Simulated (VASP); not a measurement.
# HC12 (a cell with a defect) in VASP: notebook

HC12 (a cell with a defect) is run at these levels: PBE; tasks: single point.

All numbers are computed with VASP 6.6.1; they aren't measurements. Logs are shortened: lines on timing, memory, paths and dates and some standing lists are left out, and cuts for length are marked.

## 1. The cell of the first run

The cell holds a defect, 13 atoms: a = 4.374 Å, b = 4.374 Å, c = 4.374 Å, α = 80.41°, β = 70.53°, γ = 60.00°.

## 2. Single point, PBE

File INCAR:

```
  PREC = Accurate
  ENCUT = 520
  EDIFF = 1E-6
  ISMEAR = 0
  SIGMA = 0.05
  LREAL = False
  LASPH = True
  NELM = 60
  ALGO = Normal
  ISIF = 2
  LWAVE = False
  LCHARG = True
  GGA = PE
  LELF = True
  LVHAR = True
  NBANDS = 36
  NELECT = 48.0
```

File KPOINTS:

```
regular mesh
0
Gamma
  6 6 6
```

File POSCAR:

```
HC12
1.0
   -3.5715485858     -1.7857742929     -1.7857742929
   -1.7857742929     -3.5715485858      1.7857742929
   -3.5715485858      1.7857742929      1.7857742929
C H
12 1
Direct
    0.9166666667      0.6666666667      0.2500000000
    0.5833333333      0.3333333333      0.2500000000
    0.2500000000      0.0000000000      0.2500000000
    0.0833333333      0.3333333333      0.7500000000
    0.7500000000      0.0000000000      0.7500000000
    0.4166666667      0.6666666667      0.7500000000
    0.5416666667      0.6666666667      0.3750000000
    0.2083333333      0.3333333333      0.3750000000
    0.8750000000      0.0000000000      0.3750000000
    0.7083333333      0.3333333333      0.8750000000
    0.3750000000      0.0000000000      0.8750000000
    0.0416666667      0.6666666667      0.8750000000
    0.6458333333      0.7083333333     -0.0625000000
```

Potentials or basis: VASP PAW PBE potentials, release 64 (C, H).

Command:

```
> cat potpaw_PBE.64/C/POTCAR potpaw_PBE.64/H/POTCAR > POTCAR
> mpirun -np 1 vasp_std > vasp.out
```

OUTCAR:

```text
PREC = Accurate
   ENCUT = 520
   EDIFF = 1E-6
   ISMEAR = 0
   LREAL = False
   LASPH = True
   NELM = 60
   ISIF = 2
   GGA = PE
   NELECT = 48.0

 ion  position               nearest neighbor table
   1  0.917  0.667  0.250-   9 1.55   7 1.55  12 1.55   8 1.55
   2  0.583  0.333  0.250-   8 1.55  10 1.55   9 1.55   7 1.55
   3  0.250  0.000  0.250-   8 1.55   9 1.55  11 1.55   7 1.55
   4  0.083  0.333  0.750-   8 1.55  10 1.55  11 1.55  12 1.55
   5  0.750  0.000  0.750-  10 1.55   9 1.55  11 1.55  12 1.55
   6  0.417  0.667  0.750-  11 1.55   7 1.55  12 1.55  10 1.55
   7  0.542  0.667  0.375-   1 1.55   6 1.55   3 1.55   2 1.55
   8  0.208  0.333  0.375-   3 1.55   2 1.55   4 1.55   1 1.55
   9  0.875  0.000  0.375-   1 1.55   3 1.55   5 1.55   2 1.55
  10  0.708  0.333  0.875-   5 1.55   4 1.55   2 1.55   6 1.55
  11  0.375  0.000  0.875-  13 1.30   6 1.55   3 1.55   5 1.55   4 1.55
  12  0.042  0.667  0.875-   1 1.55   6 1.55   5 1.55   4 1.55
  13  0.646  0.708  0.938-  11 1.30

  LATTYP: Found a base centered monoclinic cell.
 ALAT       =     4.3742358134
 B/A-ratio  =     1.7320508076
 C/A-ratio  =     1.0000000000
 COS(beta)  =    -0.3333333333

  Lattice vectors:

 A1 = (   1.7857742929,  -1.7857742929,   3.5715485858)
 A2 = (   1.7857742929,   3.5715485858,  -1.7857742929)
 A3 = (  -3.5715485858,   1.7857742929,   1.7857742929)

Analysis of symmetry for initial positions (statically):
=====================================================================
 Subroutine PRICEL returns:
 Original cell was already a primitive cell.

 Routine SETGRP: Setting up the symmetry group for a
 base centered monoclinic supercell.

 Subroutine GETGRP returns: Found  1 space group operations
 (whereof  1 operations were pure point group operations)
 out of a pool of  4 trial point group operations.

The static configuration has the point symmetry C_1 .

Analysis of symmetry for dynamics (positions and initial velocities):
=====================================================================
 Subroutine PRICEL returns:
 Original cell was already a primitive cell.

 Routine SETGRP: Setting up the symmetry group for a
 base centered monoclinic supercell.

 Subroutine GETGRP returns: Found  1 space group operations
 (whereof  1 operations were pure point group operations)
 out of a pool of  4 trial point group operations.

The dynamic configuration has the point symmetry C_1 .

 Subroutine INISYM returns: Found  1 space group operations
 (whereof  1 operations are pure point group operations),
 and found     1 'primitive' translations

----------------------------------------------------------------------------------------

                                     Primitive cell

  volume of cell :      68.3378

  direct lattice vectors                    reciprocal lattice vectors
    -3.571548586 -1.785774293 -1.785774293    -0.139995296 -0.046665099 -0.233325493
    -1.785774293 -3.571548586  1.785774293     0.000000000 -0.186660394  0.186660394
    -3.571548586  1.785774293  1.785774293    -0.139995296  0.139995296  0.139995296

  length of vectors
     4.374235813  4.374235813  4.374235813     0.276074446  0.263977661  0.242478965

  position of ions in fractional coordinates (direct lattice)
     0.916666667  0.666666667  0.250000000
     0.583333333  0.333333333  0.250000000
     0.250000000  0.000000000  0.250000000
     0.083333333  0.333333333  0.750000000
     0.750000000  0.000000000  0.750000000
     0.416666667  0.666666667  0.750000000
     0.541666667  0.666666667  0.375000000
     0.208333333  0.333333333  0.375000000
     0.875000000  0.000000000  0.375000000
     0.708333333  0.333333333  0.875000000
     0.375000000  0.000000000  0.875000000
     0.041666667  0.666666667  0.875000000
     0.645833333  0.708333333  0.937500000

  ion indices of the primitive-cell ions
   primitive index   ion index
                 1           1
                 2           2
                 3           3
                 4           4
                 5           5
                 6           6
                 7           7
                 8           8
                 9           9
                10          10
                11          11
                12          12
                13          13

----------------------------------------------------------------------------------------

 KPOINTS: regular mesh

Automatic generation of k-mesh.
 Grid dimensions read from file:
 generate k-points for:    6    6    6

 Generating k-lattice:

  Cartesian coordinates                     Fractional coordinates (reciprocal lattice)
    -0.023332549 -0.007777516 -0.038887582     0.166666667 -0.000000000 -0.000000000
     0.000000000 -0.031110066  0.031110066     0.000000000  0.166666667  0.000000000
    -0.023332549  0.023332549  0.023332549     0.000000000  0.000000000  0.166666667

  Length of vectors
     0.046012408  0.043996277  0.040413161

  Shift w.r.t. Gamma in fractional coordinates (k-lattice)
     0.000000000  0.000000000  0.000000000

 Subroutine IBZKPT returns following result:
 ===========================================

 Found    112 irreducible k-points:

 Following reciprocal coordinates:
            Coordinates               Weight
  0.000000  0.000000  0.000000      1.000000
  0.166667  0.000000 -0.000000      2.000000
 -0.166667 -0.166667  0.000000      2.000000
  0.333333  0.000000 -0.000000      2.000000
 -0.333333 -0.333333  0.000000      2.000000
  0.500000  0.000000 -0.000000      1.000000
[... 16 lines left out ...]
 -0.166667 -0.166667 -0.166667      2.000000
  0.333333  0.000000  0.166667      2.000000
 [... further k-points ...]
   k-points           NKPTS =    112   k-points in BZ     NKDIM =    112   number of bands    NBANDS=     36
   number of dos      NEDOS =    301   number of ions     NIONS =     13
   total plane-waves  NPLWV =  46656
   dimension x,y,z NGX =    36 NGY =   36 NGZ =   36
   dimension x,y,z NGXF=    72 NGYF=   72 NGZF=   72
   ions per type =              12   1
   NGX,Y,Z   is equivalent  to a cutoff of  13.68, 13.68, 13.68 a.u.
   NGXF,Y,Z  is equivalent  to a cutoff of  27.36, 27.36, 27.36 a.u.
 SYSTEM =  unknown system
   PREC   = accura    normal or accurate (medium, high low for compatibility)
   ISTART =      0    job   : 0-new  1-cont  2-samecut
   ICHARG =      2    charge: 1-file 2-atom 10-const
   ISPIN  =      1    spin polarized calculation?
   LNONCOLLINEAR =      F non collinear calculations
   LSORBIT =      F    spin-orbit coupling
   LASPH  =      T    aspherical Exc in radial PAW
   ENCUT  =  520.0 eV  38.22 Ry    6.18 a.u.   8.13  8.13  8.13*2*pi/ulx,y,z
   NELM   =     60;   NELMIN=  2; NELMDL= -5     # of ELM steps
   EDIFF  = 0.1E-05   stopping-criterion for ELM
   LREAL  =      F    real-space projection
   EDIFFG = 0.1E-04   stopping-criterion for IOM
   NSW    =      0    number of steps for IOM
   IBRION =     -1    ionic relax: 0-MD 1-quasi-New 2-CG
   NFREE  =      0    steps in history (QN), initial steepest desc. (CG)
   ISIF   =      2    stress and relaxation
   ISYM   =      2    0-nonsym 1-usesym 2-fastsym
   POTIM  = 0.5000    time-step for ionic-motion
   TEBEG  =    0.0;   TEEND  =   0.0 temperature during run
   PSTRESS=    0.0 pullay stress
   NELECT =      48.0000    total number of electrons
   NUPDOWN=      -1.0000    fix difference up-down
   EMIN   =  10.00;   EMAX   =-10.00  energy-range for DOS
   EFERMI =   0.00;   METHOD = LEGACY
   ISMEAR =     0;   SIGMA  =   0.05  broadening in eV -4-tet -1-fermi 0-gaus
   EFERMI_NEDOS =   21; number of points for ismear=-14 and -15
   IALGO  =     38    algorithm
   IMIX   =      4    mixing-type and parameters
     AMIX     =   0.40;   BMIX     =  1.00
     AMIX_MAG =   1.60;   BMIX_MAG =  1.00
  volume/ion in A,a.u.               =       5.26        35.47
  Fermi-wavevector in a.u.,A,eV,Ry     =   1.455241  2.750007 28.813417  2.117726
  Thomas-Fermi vector in A             =   2.572298
   LORBIT       =      0    0 simple, 1 ext, 2 COOP (PROOUT), +10 PAW based schemes
   GGA     = PE    functional components
   LHFCALC =     F    Hartree Fock is set to
   AEXX    =    0.0000 exact exchange contribution
   IVDW    =     0    specifies the selected vdW correction
   LEPSILON=     F    determine dielectric tensor
   LRPA    =     F    only Hartree local field effects (RPA)
 non-spin polarized calculation
 Gauss-broadening in eV      SIGMA  =   0.05
  energy-cutoff  :      520.00
  volume of cell :       68.34
 maximum number of plane-waves:      1862
 NGX is ok and might be reduce to    36
   NGX = 17   NGY = 17   NGZ = 17

 number of electron      48.0000003 magnetization

 Free energy of the ion-electron system (eV)
  ---------------------------------------------------
  ext. energy  EPLUGINS =         0.00000000
  ---------------------------------------------------
  free energy    TOTEN  =      -118.27213112 eV

  energy without entropy =     -118.27213112  energy(sigma->0) =     -118.27213112

 E-fermi :  10.1158     XC(G=0): -13.2640

 val. band max:        9.8894808026   @ k =   0.0000   0.0000   0.0000
 cond. band min:      10.9272982351   @ k =  -0.3333   0.3333   0.5000
 fundamental gap:      1.0378174325
 Fermi energy:        10.1158114622

 k-point     1 :       0.0000    0.0000    0.0000
  band No.  band energies     occupation
      1     -12.0510      2.00000
      2      -6.2377      2.00000
      3      -4.7720      2.00000
      4      -4.3607      2.00000
      5      -4.1601      2.00000
      6      -3.9082      2.00000
[... 28 lines left out ...]
     35      19.6011      0.00000
     36      19.9464      0.00000
[... 866 lines left out ...]
      6      -4.7052      2.00000
[... 28 lines left out ...]
     35      19.0696      0.00000
     36      19.7095      0.00000

 [... further k-points ...]

------------------------ aborting loop because EDIFF is reached ----------------------------------------

  FORCE on cell =-STRESS in cart. coord.  units (eV):
  Direction    XX          YY          ZZ          XY          YZ          ZX
  --------------------------------------------------------------------------------------
  -------------------------------------------------------------------------------------
  Total       -8.5150329     -8.5325002     -7.9548338      0.3901191     -0.1427188      0.1660391
  in kB     -199.6346691   -200.0441905   -186.5008213      9.1463297     -3.3460375      3.8927824
  external PRESSURE =    -195.3932270 kB  Pullay stress =       0.0000000 kB

 VOLUME and BASIS-vectors are now :
 -----------------------------------------------------------------------------
  energy-cutoff  :      520.00
  volume of cell :       68.34
      direct lattice vectors                 reciprocal lattice vectors
    -3.571548586 -1.785774293 -1.785774293    -0.139995296 -0.046665099 -0.233325493
    -1.785774293 -3.571548586  1.785774293     0.000000000 -0.186660394  0.186660394
    -3.571548586  1.785774293  1.785774293    -0.139995296  0.139995296  0.139995296

 POSITION                                       TOTAL-FORCE (eV/Angst)
 -----------------------------------------------------------------------------------
     -5.35732     -3.57155     -0.00000        -0.573841      0.233401      0.179347
     -3.57155     -1.78577     -0.00000        -0.309569      0.673754      0.289544
     -1.78577      0.00000      0.00000        -0.543991      0.527539      1.146437
     -3.57155      0.00000      1.78577         0.495246     -0.444520     -0.897297
     -5.35732      0.00000      0.00000        -0.140633     -1.604332     -0.601316
     -5.35732     -1.78577      1.78577         1.575589      0.132093     -0.543758
     -4.46444     -2.67866      0.89289        -0.412556      0.139058      0.069905
     -2.67866     -0.89289      0.89289         0.150942     -0.225923     -0.198798
     -4.46444     -0.89289     -0.89289         0.406355     -0.055901     -0.248320
     -6.25021     -0.89289      0.89289        -0.142279      1.256290     -0.364476
     -4.46444      0.89289      0.89289         0.203850     -0.167673      1.410714
     -4.46444     -0.89289      2.67866        -1.284115      0.128108     -0.380107
     -6.91988     -2.00900      1.78577         0.575000     -0.591895      0.138126
 -----------------------------------------------------------------------------------
    total drift:                               -0.000037      0.000036      0.000007

  FREE ENERGIE OF THE ION-ELECTRON SYSTEM (eV)
  ---------------------------------------------------
  free  energy   TOTEN  =      -118.2721311236 eV

  energy  without entropy=     -118.2721311236  energy(sigma->0) =     -118.27213112
```

It took 4.5 min on 1 thread of Intel Xeon 6975P-C, shared host; peak memory 0.32 GiB.

Results:

```
Free energy   : -118.2721 eV
Largest force : 1.719 eV/Å
```

Forces in eV/Å, atoms in the order of the input:
```
C   -0.574  0.233  0.179
C   -0.310  0.674  0.290
C   -0.544  0.528  1.146
C    0.495 -0.445 -0.897
C   -0.141 -1.604 -0.601
C    1.576  0.132 -0.544
C   -0.413  0.139  0.070
C    0.151 -0.226 -0.199
C    0.406 -0.056 -0.248
C   -0.142  1.256 -0.364
C    0.204 -0.168  1.411
C   -1.284  0.128 -0.380
H    0.575 -0.592  0.138
```

Levels at points of the mesh, in eV from the Fermi level:
| k point | band 22 | band 23 | band 24 | band 25 | band 26 | band 27 |
| --- | --- | --- | --- | --- | --- | --- |
| (0.00, 0.00, 0.00) | -0.26 | -0.24 | -0.23 | 3.16 | 5.14 | 5.17 |
| (0.50, 0.00, 0.00) | -4.42 | -2.32 | -2.16 | 2.34 | 6.05 | 6.26 |
| (0.50, 0.50, 0.00) | -4.35 | -2.32 | -2.21 | 2.38 | 6.05 | 6.21 |
| (0.00, 0.50, 0.00) | -3.04 | -1.69 | -1.54 | 1.70 | 4.47 | 6.32 |
| (0.00, 0.00, 0.50) | -2.41 | -1.66 | -1.63 | 3.44 | 6.65 | 6.81 |
| (0.50, 0.00, 0.50) | -3.66 | -3.03 | -3.02 | 1.39 | 4.47 | 5.40 |
| (0.50, 0.50, 0.50) | -3.63 | -3.03 | -3.01 | 1.40 | 4.45 | 5.38 |
| (0.00, 0.50, 0.50) | -4.37 | -4.03 | -3.97 | 1.92 | 5.69 | 5.94 |

Caveat: the cell carries a net charge on a neutralising background, which shifts energy and pressure; the cell is charged against a uniform background, so pressure and absolute levels hang on convention.

## 3. Single point, PBE

File INCAR:

```
ALGO = Normal
EDIFF = 1E-7
ENCUT = 520
GGA = PE
ISIF = 2
ISMEAR = 0
LASPH = True
LCHARG = True
LELF = True
LREAL = False
LVHAR = True
LWAVE = False
NBANDS = 36
NELECT = 48.0
NELM = 60
PREC = Accurate
SIGMA = 0.05
```

File KPOINTS:

```
k-points
0
Gamma
  6 6 6
```

POSCAR: that of step 2 with these lines changed.

```diff
@@ -20,2 +20,2 @@
     0.0416666667      0.6666666667      0.8750000000
-    0.6458333333      0.7083333333     -0.0625000000
+    0.7500000000      0.6250000000      0.1250000000
```

Potentials or basis: VASP PAW PBE potentials, release 64 (C, H).

Command:

```
> cat potpaw_PBE.64/C/POTCAR potpaw_PBE.64/H/POTCAR > POTCAR
> mpirun -np 1 vasp_std > vasp.out
```

Run time: 5.1 min. Hardware: 1 thread of Intel Xeon 6975P-C, shared host; peak memory 0.32 GiB.

The run converged. Its results:

| Quantity | Value |
| --- | --- |
| Free energy | -118.4354 eV |
| Largest force | 5.234 eV/Å |

Forces in eV/Å, atoms in the order of the input:
```
C   -4.852 -1.348 -0.930
C    0.851  0.921 -0.265
C    0.476 -0.182  0.270
C    0.237  0.089 -0.410
C    0.134 -0.085  0.136
C   -1.017  0.243  0.019
C    0.923  3.042  4.157
C   -0.031  0.350  0.129
C   -0.023 -0.044  0.518
C    0.506  0.020 -0.358
C    0.279 -0.275 -0.014
C    0.855 -2.009 -1.707
H    1.663 -0.724 -1.545
```

Levels at points of the mesh, in eV from the Fermi level:
```csv
k point,band 21,band 22,band 23,band 24,band 25,band 26,band 27,band 28
"(0.00, 0.00, 0.00)",-3.07,-0.43,-0.37,-0.26,3.19,5.07,5.21,5.59
"(0.50, 0.00, 0.00)",-4.51,-4.36,-2.46,-2.33,4.45,5.92,5.99,6.47
"(0.50, 0.50, 0.00)",-4.58,-4.36,-2.42,-2.26,3.97,5.85,6.28,6.45
"(0.00, 0.50, 0.00)",-3.29,-3.04,-2.17,-1.40,2.81,4.46,6.42,7.32
"(0.00, 0.00, 0.50)",-2.63,-2.24,-1.80,-1.78,5.14,6.59,6.64,7.11
"(0.50, 0.00, 0.50)",-3.88,-3.54,-3.02,-3.01,2.85,4.32,4.69,5.88
"(0.50, 0.50, 0.50)",-3.85,-3.53,-3.03,-3.01,2.84,4.36,4.76,5.90
"(0.00, 0.50, 0.50)",-4.62,-4.18,-4.16,-4.04,4.35,5.70,5.82,6.02
```

Caveat: the cell carries a net charge on a neutralising background, which shifts energy and pressure; the cell is charged against a uniform background, so pressure and absolute levels hang on convention.
